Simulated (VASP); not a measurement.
# Ga2GeO (P-6m2) in VASP: relaxation of cell and atoms with PBE

Aim: the relaxation of cell and atoms of Ga2GeO with PBE.

Everything below comes from runs of VASP 6.6.1. Logs are shortened: lines on timing, memory, paths and dates and some standing lists are left out, and cuts for length are marked.

## Step 1: The cell of the first run

The structure is hexagonal, space group P-6m2 (No. 187). Conventional cell: a = 3.244 Å, b = 3.244 Å, c = 6.837 Å, α = 90.00°, β = 90.00°, γ = 120.00°. Ga (site symmetry 3m) has 3 O at 2.34 Å and 3 Ge at 2.75 Å and 1 Ga at 2.81 Å within 3.1 Å. Within 3.6 Å of Ge (site symmetry -6m2) lie 6 Ga at 2.75 Å and 6 Ge at 3.24 Å. O (site symmetry -6m2) has 6 Ga at 2.34 Å within 3.1 Å.

The cell was built from a structure type or drawn by symmetry, and may not be a known phase.

## Step 2: Relaxation of cell and atoms, PBE

File INCAR:

```
PREC = Accurate
ENCUT = 600
EDIFF = 1E-7
ISMEAR = 0
SIGMA = 0.1
LREAL = F
LASPH = T
NELM = 120
ALGO = Normal
ISIF = 3
LWAVE = F
LCHARG = F
GGA = PE
IBRION = 2
NSW = 100
EDIFFG = -0.01
GGA_COMPAT = F
NELMIN = 4
```

File KPOINTS:

```
Automatic mesh
0
Gamma
  18 18 8
```

File POSCAR:

```
Ga2GeO
1.0
    3.2435211765      0.0000000000      0.0000000000
   -1.6217605883      2.8089717366      0.0000000000
    0.0000000000      0.0000000000      6.8368745581
Ga Ge O
2 1 1
Direct
    0.0000000000      0.0000000000      0.7944338069
    0.0000000000      0.0000000000      0.2055661931
    0.6666666667      0.3333333333      0.5000000000
    0.3333333333      0.6666666667      0.0000000000
```

Potentials or basis: VASP PAW PBE potentials, release 64 (Ga_d, Ge_d, O).

Command:

```sh
$ cat potpaw_PBE.64/Ga_d/POTCAR potpaw_PBE.64/Ge_d/POTCAR potpaw_PBE.64/O/POTCAR > POTCAR
$ mpirun -np 1 vasp_std > vasp.out
```

OUTCAR:

```text
PREC = Accurate
   ENCUT = 600
   EDIFF = 1E-7
   ISMEAR = 0
   LREAL = F
   LASPH = T
   NELM = 120
   ISIF = 3
   GGA = PE
   IBRION = 2
   NSW = 100
   EDIFFG = -0.01
   NELMIN = 4

 ion  position               nearest neighbor table
   1  0.000  0.000  0.794-   4 2.34   4 2.34   4 2.34   3 2.75   3 2.75   3 2.75   2 2.81
   2  0.000  0.000  0.206-   4 2.34   4 2.34   4 2.34   3 2.75   3 2.75   3 2.75   1 2.81
   3  0.667  0.333  0.500-   1 2.75   2 2.75   1 2.75   2 2.75   1 2.75   2 2.75
   4  0.333  0.667  0.000-   1 2.34   2 2.34   1 2.34   2 2.34   1 2.34   2 2.34

  LATTYP: Found a hexagonal cell.
 ALAT       =     3.2435211765
 C/A-ratio  =     2.1078556871

  Lattice vectors:

 A1 = (   3.2435211765,   0.0000000000,   0.0000000000)
 A2 = (  -1.6217605883,   2.8089717366,   0.0000000000)
 A3 = (   0.0000000000,   0.0000000000,   6.8368745581)

Analysis of symmetry for initial positions (statically):
=====================================================================
 Subroutine PRICEL returns:
 Original cell was already a primitive cell.

 Routine SETGRP: Setting up the symmetry group for a
 hexagonal supercell.

 Subroutine GETGRP returns: Found 12 space group operations
 (whereof 12 operations were pure point group operations)
 out of a pool of 24 trial point group operations.

The static configuration has the point symmetry D_3h.

Analysis of symmetry for dynamics (positions and initial velocities):
=====================================================================
 Subroutine PRICEL returns:
 Original cell was already a primitive cell.

 Routine SETGRP: Setting up the symmetry group for a
 hexagonal supercell.

 Subroutine GETGRP returns: Found 12 space group operations
 (whereof 12 operations were pure point group operations)
 out of a pool of 24 trial point group operations.

The dynamic configuration has the point symmetry D_3h.

 Subroutine INISYM returns: Found 12 space group operations
 (whereof 12 operations are pure point group operations),
 and found     1 'primitive' translations

----------------------------------------------------------------------------------------

                                     Primitive cell

  volume of cell :      62.2905

  direct lattice vectors                    reciprocal lattice vectors
     3.243521176  0.000000000  0.000000000     0.308306913  0.178001079  0.000000000
    -1.621760588  2.808971737  0.000000000     0.000000000  0.356002158  0.000000000
     0.000000000  0.000000000  6.836874558     0.000000000  0.000000000  0.146265664

  length of vectors
     3.243521176  3.243521177  6.836874558     0.356002158  0.356002158  0.146265664

  position of ions in fractional coordinates (direct lattice)
     0.000000000  0.000000000  0.794433807
     0.000000000  0.000000000  0.205566193
     0.666666667  0.333333333  0.500000000
     0.333333333  0.666666667  0.000000000

  ion indices of the primitive-cell ions
   primitive index   ion index
                 1           1
                 2           2
                 3           3
                 4           4

----------------------------------------------------------------------------------------

 KPOINTS: Automatic mesh

Automatic generation of k-mesh.
 Grid dimensions read from file:
 generate k-points for:   18   18    8

 Generating k-lattice:

  Cartesian coordinates                     Fractional coordinates (reciprocal lattice)
     0.017128162  0.009888949  0.000000000     0.055555556 -0.000000000  0.000000000
     0.000000000  0.019777898  0.000000000     0.000000000  0.055555556  0.000000000
     0.000000000  0.000000000  0.018283208     0.000000000  0.000000000  0.125000000

  Length of vectors
     0.019777898  0.019777898  0.018283208

  Shift w.r.t. Gamma in fractional coordinates (k-lattice)
     0.000000000  0.000000000  0.000000000

 Subroutine IBZKPT returns following result:
 ===========================================

 Found    185 irreducible k-points:

 Following reciprocal coordinates:
            Coordinates               Weight
  0.000000  0.000000  0.000000      1.000000
  0.055556  0.000000  0.000000      6.000000
  0.111111  0.000000  0.000000      6.000000
  0.166667  0.000000  0.000000      6.000000
  0.222222  0.000000  0.000000      6.000000
  0.277778 -0.000000  0.000000      6.000000
[... 16 lines left out ...]
  0.333333  0.111111  0.000000     12.000000
  0.388889  0.111111  0.000000     12.000000
 [... further k-points ...]
   k-points           NKPTS =    185   k-points in BZ     NKDIM =    185   number of bands    NBANDS=     27
   number of dos      NEDOS =    301   number of ions     NIONS =      4
   total plane-waves  NPLWV =  43904
   dimension x,y,z NGX =    28 NGY =   28 NGZ =   56
   dimension x,y,z NGXF=    56 NGYF=   56 NGZF=  112
   ions per type =               2   1   1
   NGX,Y,Z   is equivalent  to a cutoff of  14.35, 14.35, 13.62 a.u.
   NGXF,Y,Z  is equivalent  to a cutoff of  28.70, 28.70, 27.23 a.u.
 SYSTEM =  unknown system
   PREC   = accura    normal or accurate (medium, high low for compatibility)
   ISTART =      0    job   : 0-new  1-cont  2-samecut
   ICHARG =      2    charge: 1-file 2-atom 10-const
   ISPIN  =      1    spin polarized calculation?
   LNONCOLLINEAR =      F non collinear calculations
   LSORBIT =      F    spin-orbit coupling
   LASPH  =      T    aspherical Exc in radial PAW
   ENCUT  =  600.0 eV  44.10 Ry    6.64 a.u.   6.48  6.48 13.65*2*pi/ulx,y,z
   NELM   =    120;   NELMIN=  4; NELMDL= -5     # of ELM steps
   EDIFF  = 0.1E-06   stopping-criterion for ELM
   LREAL  =      F    real-space projection
   EDIFFG = -.1E-01   stopping-criterion for IOM
   NSW    =    100    number of steps for IOM
   IBRION =      2    ionic relax: 0-MD 1-quasi-New 2-CG
   NFREE  =      1    steps in history (QN), initial steepest desc. (CG)
   ISIF   =      3    stress and relaxation
   ISYM   =      2    0-nonsym 1-usesym 2-fastsym
   POTIM  = 0.5000    time-step for ionic-motion
   TEBEG  =    0.0;   TEEND  =   0.0 temperature during run
   PSTRESS=    0.0 pullay stress
   NELECT =      46.0000    total number of electrons
   NUPDOWN=      -1.0000    fix difference up-down
   EMIN   =  10.00;   EMAX   =-10.00  energy-range for DOS
   EFERMI =   0.00;   METHOD = LEGACY
   ISMEAR =     0;   SIGMA  =   0.10  broadening in eV -4-tet -1-fermi 0-gaus
   EFERMI_NEDOS =   21; number of points for ismear=-14 and -15
   IALGO  =     38    algorithm
   IMIX   =      4    mixing-type and parameters
     AMIX     =   0.40;   BMIX     =  1.00
     AMIX_MAG =   1.60;   BMIX_MAG =  1.00
  volume/ion in A,a.u.               =      15.57       105.09
  Fermi-wavevector in a.u.,A,eV,Ry     =   1.479745  2.796313 29.791931  2.189645
  Thomas-Fermi vector in A             =   2.593865
   LORBIT       =      0    0 simple, 1 ext, 2 COOP (PROOUT), +10 PAW based schemes
   GGA     = PE    functional components
   LHFCALC =     F    Hartree Fock is set to
   AEXX    =    0.0000 exact exchange contribution
   IVDW    =     0    specifies the selected vdW correction
   LEPSILON=     F    determine dielectric tensor
   LRPA    =     F    only Hartree local field effects (RPA)
 conjugate gradient relaxation of ions
 non-spin polarized calculation
 Gauss-broadening in eV      SIGMA  =   0.10
  energy-cutoff  :      600.00
  volume of cell :       62.29
 maximum number of plane-waves:      2128
 NGX is ok and might be reduce to    28
   NGX = 13   NGY = 13   NGZ = 27

--------------------------------------- Ionic step        1  -------------------------------------------

 number of electron      45.9999996 magnetization

 Free energy of the ion-electron system (eV)
  ---------------------------------------------------
  ext. energy  EPLUGINS =         0.00000000
  ---------------------------------------------------
  free energy    TOTEN  =       -16.44070896 eV

  energy without entropy =      -16.43267061  energy(sigma->0) =      -16.43668978

------------------------ aborting loop because EDIFF is reached ----------------------------------------

  FORCE on cell =-STRESS in cart. coord.  units (eV):
  Direction    XX          YY          ZZ          XY          YZ          ZX
  --------------------------------------------------------------------------------------
  -------------------------------------------------------------------------------------
  Total       -0.2225261     -0.2225261      1.2512461      0.0000000      0.0000000      0.0000000
  in kB       -5.7236080     -5.7236080     32.1833757      0.0000000      0.0000000      0.0000000
  external PRESSURE =       6.9120533 kB  Pullay stress =       0.0000000 kB
[... 95 lines left out ...]
  FREE ENERGIE OF THE ION-ELECTRON SYSTEM (eV)
  ---------------------------------------------------
  free  energy   TOTEN  =       -16.5437351887 eV

  energy  without entropy=      -16.5382191856  energy(sigma->0) =      -16.54097719

[... ionic steps 4 to 17 ...]

--------------------------------------- Ionic step       18  -------------------------------------------

 number of electron      46.0000002 magnetization

------------------------ aborting loop because EDIFF is reached ----------------------------------------

  FORCE on cell =-STRESS in cart. coord.  units (eV):
  Direction    XX          YY          ZZ          XY          YZ          ZX
  --------------------------------------------------------------------------------------
  -------------------------------------------------------------------------------------
  Total       -0.0887752     -0.0887752     -0.0924299      0.0000000      0.0000000     -0.0000000
  in kB       -2.2830297     -2.2830297     -2.3770193      0.0000000      0.0000000     -0.0000000
  external PRESSURE =      -2.3143596 kB  Pullay stress =       0.0000000 kB
[... 61 lines left out ...]
  energy  without entropy=      -16.7387589496  energy(sigma->0) =      -16.74147315

--------------------------------------- Ionic step       20  -------------------------------------------

 number of electron      46.0000002 magnetization

 Free energy of the ion-electron system (eV)
  ---------------------------------------------------
  ext. energy  EPLUGINS =         0.00000000
  ---------------------------------------------------
  free energy    TOTEN  =       -16.74424405 eV

  energy without entropy =      -16.73881527  energy(sigma->0) =      -16.74152966

 E-fermi :   6.2350     XC(G=0): -11.3099

 val. band max:        6.2261952455   @ k =   0.3889   0.2222   0.3750
 cond. band min:       6.2350007196   @ k =   0.3889   0.1111   0.2500
 fundamental gap:      0.0088054741
 Fermi energy:         6.2349614183

 k-point     1 :       0.0000    0.0000    0.0000
  band No.  band energies     occupation
      1     -18.6903      2.00000
      2     -18.6456      2.00000
      3     -18.6456      2.00000
      4     -18.6228      2.00000
      5     -18.6228      2.00000
      6     -13.5944      2.00000
[... 709 lines left out ...]
     26       8.4603      0.00000
     27       9.1566      0.00000

 [... further k-points ...]
[... 5 lines left out ...]
  --------------------------------------------------------------------------------------
  -------------------------------------------------------------------------------------
  Total       -0.0112611     -0.0112611      0.0031366      0.0000000      0.0000000      0.0000000
  in kB       -0.2902537     -0.2902537      0.0808467      0.0000000      0.0000000      0.0000000
  external PRESSURE =      -0.1665536 kB  Pullay stress =       0.0000000 kB
[... 19 lines left out ...]
  FREE ENERGIE OF THE ION-ELECTRON SYSTEM (eV)
  ---------------------------------------------------
  free  energy   TOTEN  =       -16.7442440506 eV

  energy  without entropy=      -16.7388152682  energy(sigma->0) =      -16.74152966

 reached required accuracy - stopping structural energy minimisation
```

Wall time 40 min (1 thread of Intel Xeon 6975P-C (Granite Rapids), shared host); peak memory 0.54 GiB.

What came out:

```yaml
Free_energy: -16.7442 eV
Relaxed_volume: 15.54 Å³/atom
Relaxed_cell: a = 2.998 Å, b = 2.998 Å, c = 7.986 Å, α = 90.00°, β = 90.00°, γ = 120.00°
Space_group_after_relaxing_to_0.1_Å: P-6m2 (No. 187)
Energy_gained_by_relaxing: 75.9 meV/atom
Ionic_steps: 20
Pressure_after_relaxing: 0.0 GPa
Largest_force_after_relaxing: 0.007 eV/Å
Band_gap_on_the_k_mesh: zero (bands 23 and 24 overlap by 3.59 eV)
```

Forces on the atoms (eV/Å):
```
Ga   0.000  0.000 -0.007
Ga   0.000  0.000  0.007
Ge   0.000  0.000  0.000
O    0.000  0.000  0.000
```

The path:
```tsv
step	energy change (eV)	largest force (eV/Å)	pressure (GPa)	volume (Å³)
1	0.0000	0.2680	0.69	62.29
2	-0.0275	0.2651	-0.02	62.89
3	-0.1030	0.1967	-2.00	64.64
4	-0.1691	0.1592	-5.02	67.89
5	-0.1781	0.1527	-4.99	67.85
6	-0.2017	0.1161	-4.89	67.69
7	-0.2264	0.0444	-4.42	67.31
8	-0.2446	0.0238	-3.82	66.62
9	-0.2808	0.2383	-1.78	64.56
10	-0.2579	0.7155	3.49	60.56
11	-0.2882	0.3863	-0.27	63.25
12	-0.2941	0.3080	-0.21	63.00
13	-0.3029	0.0703	0.02	62.24
14	-0.3031	0.0299	0.07	62.11
15	-0.3031	0.0372	0.06	62.13
16	-0.3032	0.0282	0.03	62.16
17	-0.3034	0.0120	-0.07	62.21
18	-0.3034	0.0196	-0.23	62.30
19	-0.3035	0.0024	-0.13	62.25
20	-0.3035	0.0071	-0.02	62.16
```

Final structure:
```yaml
crystal:
  lattice:
    - [2.99803, 0.00000, 0.00000]
    - [-1.49901, 2.59637, 0.00000]
    - [0.00000, 0.00000, 7.98568]
  atoms:
    - { symbol: Ga, position: [0.00000, 0.00000, 0.81464] }
    - { symbol: Ga, position: [0.00000, 0.00000, 0.18536] }
    - { symbol: Ge, position: [0.66667, 0.33333, 0.50000] }
    - { symbol: O, position: [0.33333, 0.66667, 0.00000] }
```

Levels at points of the mesh, in eV from the Fermi level:
```
           k point  band 21  band 22  band 23  band 24  band 25  band 26
(0.00, 0.00, 0.00)    -3.04    -3.04     1.88     2.15     7.55     7.55
(0.50, 0.00, 0.00)    -3.81    -3.67    -0.42    -0.28     0.56     2.79
(0.00, 0.00, 0.50)    -3.04    -1.86    -1.46     5.35     6.70     7.58
(0.50, 0.00, 0.50)    -3.81    -2.18    -2.15    -1.67     1.96     3.80
```

Caveat: a cell axis changed by over 15 % at a fixed basis, so the end point is rough.
